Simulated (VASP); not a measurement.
Here is a VASP 6.6.1 calculation.

The input POSCAR:

```
MgO
1.0
    0.0000000000      2.1021680256      2.1021680256
    1.9825546649      0.0000000000      2.1021680256
    1.9825546649      2.1021680256      0.0000000000
Mg O
1 1
Direct
    0.0000000000      0.0000000000      0.0000000000
    0.5000000000      0.5000000000      0.5000000000
```

The input INCAR.step1:

```
PREC = Accurate
ENCUT = 920
ISMEAR = 0
SIGMA = 0.01
LREAL = False
LASPH = True
NELM = 120
NBANDS = 15
GGA = PE
ALGO = Normal
EDIFF = 1E-5
LWAVE = True
LCHARG = False
GGA_COMPAT = False
```

The input INCAR.step2:

```
PREC = Accurate
ENCUT = 920
EDIFF = 1E-6
ISMEAR = 0
SIGMA = 0.01
LREAL = False
LASPH = True
NELM = 120
ALGO = Normal
ISIF = 2
LWAVE = False
LCHARG = False
METAGGA = R2SCAN
LMIXTAU = True
NBANDS = 15
ISTART = 1
GGA_COMPAT = False
```

Contents of KPOINTS:

```
regular mesh
0
Gamma
  10 10 10
```

Potentials or basis: VASP PAW PBE potentials, release 64 (Mg_sv, O).

Command:

```bash
$ cat potpaw_PBE.64/Mg_sv/POTCAR potpaw_PBE.64/O/POTCAR > POTCAR
$ cp INCAR.step1 INCAR
$ mpirun -np 1 vasp_std > vasp.out
$ cp INCAR.step2 INCAR
$ mpirun -np 1 vasp_std > vasp.out
```

Q: Predict the band gap on the k mesh.

A: 6.24 eV.

Q: Estimate the pressure.

A: 13.0 GPa.

Stress tensor (GPa, compression positive):
```
26.06  0.00  0.00
 0.00  6.42  0.00
 0.00  0.00  6.42
```

Caveat: the cell differs from its parent crystal (uniaxial x strain -5.7%); the stress differs along the axes, from 6 to 26 GPa; the PAW data sets were made with another functional, which shifts forces and pressure a little.
